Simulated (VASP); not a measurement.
# SnO2 (Cm) in VASP: further runs

The runs below take SnO2 through single point, with PBE+D3(BJ).

Everything below comes from runs of VASP 6.6.1. Logs are shortened: lines on timing, memory, paths and dates and some standing lists are left out, and cuts for length are marked.

**1. The cell of the first run**

It takes space group Cm (No. 8, monoclinic). The conventional cell has a = 5.607 Å, b = 3.237 Å, c = 4.680 Å, α = 90.00°, β = 113.54°, γ = 90.00°. Within 2.7 Å of Sn (site symmetry m) lie 6 O at 2.01 to 2.35 Å. Within 2.7 Å of O (site symmetry m) lie 3 Sn at 2.01 to 2.35 Å and 1 O at 2.54 Å. O (site symmetry m) has 3 Sn at 2.11 to 2.13 Å and 5 O at 2.54 to 2.90 Å within 2.9 Å.

**2. Single point, PBE+D3(BJ) (atoms displaced along several vibrational modes)**

INCAR

```
SYSTEM = SnO2
  PREC = Accurate
  ENCUT = 520
  EDIFF = 1E-6
  ISMEAR = 0
  SIGMA = 0.05
  LREAL = .FALSE.
  LASPH = .TRUE.
  NELM = 60
  ALGO = Normal
  ISIF = 2
  LWAVE = .FALSE.
  LCHARG = .FALSE.
  GGA = PE
  IVDW = 12
  NBANDS = 64
```

KPOINTS

```
regular mesh
0
G
  6 6 6
  0 0 0
```

POSCAR

```
SnO2
1.0
    3.2373377712      1.8690778337      4.2908446647
   -3.2373377712      1.8690778337      4.2908446647
    0.0000000000     -3.7381556673      4.2908446647
Sn O
4 8
Direct
    0.8599705008      0.8671831367      0.8671831363
    0.3599953017      0.3671898344      0.8671877234
    0.3599953017      0.8671877237      0.3671898340
    0.8599832111      0.3671901698      0.3671901694
    0.1635843587      0.5999409030      0.5999408824
    0.6635906649      0.0999958974      0.5999695188
    0.6635906649      0.5999695394      0.0999958768
    0.6015764653      0.6118177749      0.6118177981
    0.1635854178      0.0999876306      0.0999876099
    0.1016047740      0.1117769859      0.6117679539
    0.1016047740      0.6117679307      0.1117770091
    0.6016534960      0.1117940036      0.1117940268
```

Potentials or basis: VASP PAW PBE potentials, release 64 (Sn_d, O).

Command:

```console
$ cat potpaw_PBE.64/Sn_d/POTCAR potpaw_PBE.64/O/POTCAR > POTCAR
$ mpirun -np 1 vasp_std > vasp.out
```

OUTCAR:

```text
SYSTEM = SnO2
   PREC = Accurate
   ENCUT = 520
   EDIFF = 1E-6
   ISMEAR = 0
   LREAL = .FALSE.
   LASPH = .TRUE.
   NELM = 60
   ISIF = 2
   GGA = PE
   IVDW = 12
 IVDW          = 12

 ion  position               nearest neighbor table
   1  0.860  0.867  0.867-   7 2.01   6 2.01  10 2.11  11 2.11  12 2.13   5 2.35   2 3.24   3 3.24
                             4 3.24   4 3.24   2 3.24   3 3.24
   2  0.360  0.367  0.867-   9 2.01   5 2.01   8 2.11  12 2.11  11 2.13   6 2.35   1 3.24   4 3.24
                             3 3.24   3 3.24   4 3.24   1 3.24
   3  0.360  0.867  0.367-   9 2.01   5 2.01   8 2.11  12 2.11  10 2.13   7 2.35   1 3.24   4 3.24
                             2 3.24   2 3.24   4 3.24   1 3.24
   4  0.860  0.367  0.367-   6 2.01   7 2.01  11 2.11  10 2.11   8 2.13   9 2.35   3 3.24   2 3.24
                             1 3.24   1 3.24   2 3.24   3 3.24
   5  0.164  0.600  0.600-   3 2.01   2 2.01   1 2.35
   6  0.664  0.100  0.600-   4 2.01   1 2.01   2 2.35
   7  0.664  0.600  0.100-   4 2.01   1 2.01   3 2.35
   8  0.602  0.612  0.612-   2 2.11   3 2.11   4 2.13
   9  0.164  0.100  0.100-   2 2.01   3 2.01   4 2.35
  10  0.102  0.112  0.612-   4 2.11   1 2.11   3 2.13
  11  0.102  0.612  0.112-   4 2.11   1 2.11   2 2.13
  12  0.602  0.112  0.112-   3 2.11   2 2.11   1 2.13

  LATTYP: Found a trigonal (rhomboedric) cell.
 ALAT       =     5.6907957027
 COS(alpha) =     0.3527679204

  Lattice vectors:

 A1 = (   3.2373377712,   1.8690778337,   4.2908446647)
 A2 = (  -3.2373377712,   1.8690778337,   4.2908446647)
 A3 = (   0.0000000000,  -3.7381556673,   4.2908446647)

Analysis of symmetry for initial positions (statically):
=====================================================================
 Subroutine PRICEL returns:
 Original cell was already a primitive cell.

 Routine SETGRP: Setting up the symmetry group for a
 trigonal (rhombohedral) supercell.

 Subroutine GETGRP returns: Found  2 space group operations
 (whereof  2 operations were pure point group operations)
 out of a pool of 12 trial point group operations.

The static configuration has the point symmetry C_1h.

Analysis of symmetry for dynamics (positions and initial velocities):
=====================================================================
 Subroutine PRICEL returns:
 Original cell was already a primitive cell.

 Routine SETGRP: Setting up the symmetry group for a
 trigonal (rhombohedral) supercell.

 Subroutine GETGRP returns: Found  2 space group operations
 (whereof  2 operations were pure point group operations)
 out of a pool of 12 trial point group operations.

The dynamic configuration has the point symmetry C_1h.

 Subroutine INISYM returns: Found  2 space group operations
 (whereof  2 operations are pure point group operations),
 and found     1 'primitive' translations

----------------------------------------------------------------------------------------

                                     Primitive cell

  volume of cell :     155.7792

  direct lattice vectors                    reciprocal lattice vectors
     3.237337771  1.869077834  4.290844665     0.154447894  0.089170533  0.077684782
    -3.237337771  1.869077834  4.290844665    -0.154447894  0.089170533  0.077684782
     0.000000000 -3.738155667  4.290844665     0.000000000 -0.178341066  0.077684782

  length of vectors
     5.690795703  5.690795703  5.690795703     0.194526248  0.194526248  0.194526248

  position of ions in fractional coordinates (direct lattice)
     0.859970501  0.867183137  0.867183136
     0.359995302  0.367189834  0.867187723
     0.359995302  0.867187724  0.367189834
     0.859983211  0.367190170  0.367190169
     0.163584359  0.599940903  0.599940882
     0.663590665  0.099995897  0.599969519
     0.663590665  0.599969539  0.099995877
     0.601576465  0.611817775  0.611817798
     0.163585418  0.099987631  0.099987610
     0.101604774  0.111776986  0.611767954
     0.101604774  0.611767931  0.111777009
     0.601653496  0.111794004  0.111794027

  ion indices of the primitive-cell ions
   primitive index   ion index
                 1           1
                 2           2
                 3           3
                 4           4
                 5           5
                 6           6
                 7           7
                 8           8
                 9           9
                10          10
                11          11
                12          12

----------------------------------------------------------------------------------------

 KPOINTS: regular mesh

Automatic generation of k-mesh.
 Grid dimensions read from file:
 generate k-points for:    6    6    6

 Generating k-lattice:

  Cartesian coordinates                     Fractional coordinates (reciprocal lattice)
     0.025741316  0.014861756  0.012947464     0.166666667  0.000000000  0.000000000
[... 61 lines left out ...]
   IALGO  =     38    algorithm
   IMIX   =      4    mixing-type and parameters
     AMIX     =   0.40;   BMIX     =  1.00
     AMIX_MAG =   1.60;   BMIX_MAG =  1.00
  volume/ion in A,a.u.               =      12.98        87.60
  Fermi-wavevector in a.u.,A,eV,Ry     =   1.430813  2.703844 27.854188  2.047225
  Thomas-Fermi vector in A             =   2.550617
   LORBIT       =      0    0 simple, 1 ext, 2 COOP (PROOUT), +10 PAW based schemes
   GGA     = PE    functional components
   LHFCALC =     F    Hartree Fock is set to
   AEXX    =    0.0000 exact exchange contribution
   IVDW    =    12    specifies the selected vdW correction
   LEPSILON=     F    determine dielectric tensor
   LRPA    =     F    only Hartree local field effects (RPA)
 non-spin polarized calculation
 Gauss-broadening in eV      SIGMA  =   0.05
  energy-cutoff  :      520.00
  volume of cell :      155.78
 maximum number of plane-waves:      4212
   NGX = 21   NGY = 21   NGZ = 21

 number of electron     104.0000022 magnetization

 Free energy of the ion-electron system (eV)
  ---------------------------------------------------
  ext. energy  EPLUGINS =         0.00000000
  ---------------------------------------------------
  free energy    TOTEN  =       -71.52725773 eV

  energy without entropy =      -71.52725773  energy(sigma->0) =      -71.52725773

 E-fermi :   5.2420     XC(G=0): -10.7256

 val. band max:        4.9574797003   @ k =  -0.0000  -0.3333   0.3333
 cond. band min:       6.3819529382   @ k =   0.0000   0.0000   0.0000
 fundamental gap:      1.4244732379
 Fermi energy:         5.2420484413

 k-point     1 :       0.0000    0.0000    0.0000
  band No.  band energies     occupation
      1     -16.0300      2.00000
      2     -16.0030      2.00000
      3     -16.0023      2.00000
      4     -15.5015      2.00000
      5     -15.2278      2.00000
      6     -15.1823      2.00000
[... 56 lines left out ...]
     63      15.5950      0.00000
     64      15.5957      0.00000

 k-point     2 :       0.1667   -0.0000    0.0000
  band No.  band energies     occupation
      1     -15.9929      2.00000
      2     -15.9781      2.00000
      3     -15.9773      2.00000
      4     -15.5163      2.00000
      5     -15.2328      2.00000
      6     -15.1776      2.00000
[... 56 lines left out ...]
     63      15.4893      0.00000
     64      15.4901      0.00000

 k-point     3 :      -0.0000    0.1667    0.0000
  band No.  band energies     occupation
      1     -15.9861      2.00000
      2     -15.9615      2.00000
      3     -15.9586      2.00000
      4     -15.4686      2.00000
      5     -15.2692      2.00000
      6     -15.1918      2.00000
[... 1396 lines left out ...]
     63      14.4695      0.00000
     64      14.7741      0.00000

 k-point    24 :       0.0000    0.5000    0.3333
  band No.  band energies     occupation
      1     -15.8529      2.00000
      2     -15.8484      2.00000
      3     -15.8014      2.00000
      4     -15.6486      2.00000
      5     -15.3993      2.00000
      6     -15.2602      2.00000
[... 56 lines left out ...]
     63      14.1538      0.00000
     64      14.9358      0.00000

 [... further k-points ...]

------------------------ aborting loop because EDIFF is reached ----------------------------------------

 Edisp (eV)   -2.41295

 E8    (eV) :    -0.9594

  FORCE on cell =-STRESS in cart. coord.  units (eV):
  Direction    XX          YY          ZZ          XY          YZ          ZX
  --------------------------------------------------------------------------------------
  -------------------------------------------------------------------------------------
  Total       3.20765     4.36591     4.33053    -1.00308     5.05526     8.75597
  in kB      32.99049    44.90307    44.53921   -10.31660    51.99300    90.05452
  external pressure =       40.81 kB  Pullay stress =        0.00 kB

 VOLUME and BASIS-vectors are now :
 -----------------------------------------------------------------------------
  energy-cutoff  :      520.00
  volume of cell :      155.78
      direct lattice vectors                 reciprocal lattice vectors
     3.237337771  1.869077834  4.290844665     0.154447894  0.089170533  0.077684782
    -3.237337771  1.869077834  4.290844665    -0.154447894  0.089170533  0.077684782
     0.000000000 -3.738155667  4.290844665     0.000000000 -0.178341066  0.077684782

 POSITION                                       TOTAL-FORCE (eV/Angst)
 -----------------------------------------------------------------------------------
     -0.02335     -0.01348     11.13190         0.898399      0.518691      0.638924
     -0.02329     -1.88252      6.84121         0.895857      0.517748      0.637106
     -1.64195      0.92109      6.84121         0.896311      0.516961      0.637106
      1.59534      0.92107      6.84117         0.897448      0.518142      0.639826
     -1.41263     -0.81558      5.85042        -1.650277     -0.952788     -0.870694
      1.82455     -0.81558      5.85081        -1.651612     -0.954894     -0.874654
      0.20596      1.98789      5.85081        -1.652768     -0.952891     -0.874654
     -0.03315     -0.01914      7.83170         0.755795      0.436358      0.235061
      0.20589      0.11887      1.55998        -1.649651     -0.952426     -0.873258
     -0.03293     -1.88806      3.54059         0.754390      0.434147      0.236416
     -1.65157      0.91551      3.54059         0.753177      0.436248      0.236416
      1.58584      0.91559      3.54098         0.752930      0.434705      0.232404
 -----------------------------------------------------------------------------------
    total drift:                                0.000819      0.000540     -0.001435

  FREE ENERGIE OF THE ION-ELECTRON SYSTEM (eV)
  ---------------------------------------------------
  free  energy   TOTEN  =       -73.9402036851 eV

  energy  without entropy=      -73.9402036851  energy(sigma->0) =      -73.94020369
```

Wall time 15 min (1 thread of Oxide Virtual Turin-like, shared host); peak memory 0.54 GiB.

What came out:

```yaml
Free_energy: -73.9402 eV
Pressure: 4.1 GPa
Largest_force: 2.099 eV/Å
Band_gap_on_the_k_mesh: 1.42 eV
Dispersion_energy_per_atom: -0.201 eV
```

Forces in eV/Å, atoms in the order of the input:
```
Sn   0.898  0.519  0.639
Sn   0.896  0.518  0.637
Sn   0.896  0.517  0.637
Sn   0.897  0.518  0.640
O   -1.650 -0.953 -0.871
O   -1.652 -0.955 -0.875
O   -1.653 -0.953 -0.875
O    0.756  0.436  0.235
O   -1.650 -0.952 -0.873
O    0.754  0.434  0.236
O    0.753  0.436  0.236
O    0.753  0.435  0.232
```

Levels at points of the mesh, in eV from the valence-band top:
```csv
k point,band 49,band 50,band 51,band 52,band 53,band 54,band 55,band 56
"(0.00, 0.00, 0.00)",-0.12,-0.05,-0.05,-0.02,1.42,4.27,5.02,5.02
"(0.50, 0.00, 0.00)",-0.40,-0.40,-0.09,-0.09,3.69,3.69,5.63,5.63
"(0.00, 0.50, 0.00)",-0.35,-0.35,-0.05,-0.05,4.07,4.07,5.39,5.39
"(0.50, 0.50, 0.00)",-0.61,-0.61,-0.21,-0.21,4.44,4.44,5.36,5.36
"(0.00, 0.50, 0.50)",-0.50,-0.50,-0.07,-0.07,4.12,4.12,5.70,5.71
"(0.50, 0.50, 0.50)",-1.06,-1.02,-0.66,-0.66,3.30,4.61,5.49,5.49
```

Caveat: the cell differs from its parent crystal (atoms displaced along several vibrational modes); the cell stands under pressure; spin-orbit coupling is left out, which moves the levels of the heavy elements; forces of over 1 eV/Å act on the atoms, so gaps and moduli don't describe the material at rest. A k mesh can miss the band edges.

**3. Single point, PBE+D3(BJ) (atoms displaced along several vibrational modes)**

INCAR

```
PREC = Accurate ; ENCUT = 520
EDIFF = 1E-6 ; ISMEAR = 0
SIGMA = 0.05 ; LREAL = False
LASPH = True ; NELM = 100
ALGO = Normal ; ISIF = 2
LWAVE = False ; LCHARG = False
GGA = PE ; IVDW = 12
NBANDS = 64
```

KPOINTS

```
Automatic mesh
0
Gamma
  6 6 6
```

POSCAR

```
SnO2
1.0
    3.2373377712      1.8690778337      4.2908446647
   -3.2373377712      1.8690778337      4.2908446647
    0.0000000000     -3.7381556673      4.2908446647
Sn O
4 8
Direct
    0.8599566339      0.8671900701      0.8671900698
    0.3600057970      0.3671792029      0.8671931667
    0.3600057970      0.8671931670      0.3671792026
    0.8599723245      0.3671903059      0.3671903056
    0.1205245265      0.6214586367      0.6214586544
    0.6205623980      0.1215257943      0.6214800520
    0.6205623980      0.6214800343      0.1215258120
    0.6446161662      0.5902979437      0.5902979285
    0.1205436622      0.1215084892      0.1215085069
    0.1446858254      0.0902231944      0.5902758153
    0.1446858254      0.5902758305      0.0902231792
    0.6446377348      0.0902667820      0.0902667668
```

Potentials or basis: VASP PAW PBE potentials, release 64 (Sn_d, O).

Command:

```console
$ cat potpaw_PBE.64/Sn_d/POTCAR potpaw_PBE.64/O/POTCAR > POTCAR
$ mpirun -np 1 vasp_std > vasp.out
```

Run time: 8.7 min. Hardware: 1 thread of Oxide Virtual Turin-like, shared host; peak memory 0.53 GiB.

The run converged. Its results:

- Free energy: -73.8461 eV
- Pressure: 4.7 GPa
- Largest force: 3.175 eV/Å
- Band gap on the k mesh: 1.49 eV
- Dispersion energy per atom: -0.201 eV

Forces on the atoms (eV/Å):
```
Sn   2.437  1.407 -0.877
Sn   2.426  1.405 -0.880
Sn   2.430  1.399 -0.880
Sn   2.430  1.403 -0.871
O    0.176  0.102 -0.116
O    0.177  0.101 -0.121
O    0.176  0.103 -0.121
O   -2.602 -1.502  0.994
O    0.177  0.102 -0.120
O   -2.611 -1.507  0.997
O   -2.610 -1.507  0.997
O   -2.607 -1.505  0.997
```

Stress tensor (GPa, compression positive):
```
  6.22   2.55 -10.18
  2.55   3.27  -5.88
-10.18  -5.88   4.59
```

Levels at points of the mesh, in eV from the valence-band top:
```tsv
k point	band 50	band 51	band 52	band 53	band 54	band 55
(0.00, 0.00, 0.00)	-0.03	0.00	0.00	1.49	4.60	4.60
(0.50, 0.00, 0.00)	-0.27	-0.18	-0.17	4.19	4.19	5.39
(0.00, 0.50, 0.00)	-0.49	-0.05	-0.05	3.89	3.89	5.54
(0.50, 0.50, 0.00)	-0.58	-0.13	-0.13	4.30	4.30	5.58
(0.00, 0.50, 0.50)	-0.61	-0.26	-0.26	4.55	4.56	5.30
(0.50, 0.50, 0.50)	-0.86	-0.86	-0.84	3.37	5.01	5.02
```

Caveat: the cell differs from its parent crystal (atoms displaced along several vibrational modes); the cell stands under pressure; spin-orbit coupling is left out, which moves the levels of the heavy elements; forces of over 1 eV/Å act on the atoms, so gaps and moduli don't describe the material at rest.

**4. Single point, PBE+D3(BJ) (atoms displaced along several vibrational modes)**

INCAR

```
SYSTEM = SnO2
PREC = Accurate ; ENCUT = 520
EDIFF = 1E-7 ; ISMEAR = 0
SIGMA = 0.05 ; LREAL = .FALSE.
LASPH = .TRUE. ; NELM = 60
ALGO = Normal ; ISIF = 2
LWAVE = .FALSE. ; LCHARG = .FALSE.
GGA = PE ; IVDW = 12
NBANDS = 64
```

KPOINTS

```
regular mesh
0
G
  6 6 6
  0 0 0
```

POSCAR

```
SnO2
1.0
    3.2373377715      1.8690778339      4.2908446674
   -3.2373377715      1.8690778339      4.2908446674
    0.0000000000     -3.7381556677      4.2908446674
Sn O
4 8
Direct
    0.8599704908      0.8671831415      0.8671831412
    0.3599953103      0.3671898276      0.8671877263
    0.3599953103      0.8671877266      0.3671898272
    0.8599832044      0.3671901686      0.3671901682
    0.1635843402      0.5999408917      0.5999408711
    0.6635906951      0.0999959067      0.5999694999
    0.6635906951      0.5999695205      0.0999958860
    0.6015764520      0.6118177823      0.6118178055
    0.1635853968      0.0999876409      0.0999876203
    0.1016047842      0.1117769907      0.6117679699
    0.1016047842      0.6117679468      0.1117770139
    0.6016534645      0.1117939877      0.1117940109
```

Command:

```console
$ cat potpaw_PBE.64/Sn_d/POTCAR potpaw_PBE.64/O/POTCAR > POTCAR
$ mpirun -np 1 vasp_std > vasp.out
```

It took 16 min on 1 thread of Oxide Virtual Turin-like, shared host; peak memory 0.54 GiB.

Results (log left out):

| Item | Value |
| --- | --- |
| Free energy | -73.9402 eV |
| Pressure | 4.1 GPa |
| Largest force | 2.098 eV/Å |
| Band gap on the k mesh | 1.42 eV |
| Dispersion energy per atom | -0.201 eV |

Forces on the atoms (eV/Å):
```
Sn   0.898  0.519  0.639
Sn   0.896  0.518  0.637
Sn   0.896  0.517  0.637
Sn   0.897  0.518  0.640
O   -1.650 -0.953 -0.870
O   -1.651 -0.955 -0.874
O   -1.653 -0.953 -0.874
O    0.756  0.436  0.235
O   -1.650 -0.952 -0.873
O    0.754  0.434  0.236
O    0.753  0.436  0.236
O    0.753  0.435  0.232
```

Stress tensor (GPa, compression positive):
```
 3.31 -1.03  9.01
-1.03  4.50  5.20
 9.01  5.20  4.47
```

Levels at points of the mesh, in eV from the valence-band top:
```tsv
k point	band 50	band 51	band 52	band 53	band 54	band 55
(0.00, 0.00, 0.00)	-0.05	-0.05	-0.02	1.42	4.27	5.02
(0.50, 0.00, 0.00)	-0.40	-0.09	-0.09	3.69	3.69	5.63
(0.00, 0.50, 0.00)	-0.35	-0.05	-0.05	4.07	4.07	5.39
(0.50, 0.50, 0.00)	-0.61	-0.21	-0.21	4.44	4.44	5.36
(0.00, 0.50, 0.50)	-0.50	-0.07	-0.07	4.12	4.12	5.70
(0.50, 0.50, 0.50)	-1.02	-0.66	-0.66	3.30	4.62	5.49
```

Caveat: the cell differs from its parent crystal (atoms displaced along several vibrational modes); the cell stands under pressure; spin-orbit coupling is left out, which moves the levels of the heavy elements; forces of over 1 eV/Å act on the atoms, so gaps and moduli don't describe the material at rest. A k mesh can miss the band edges.
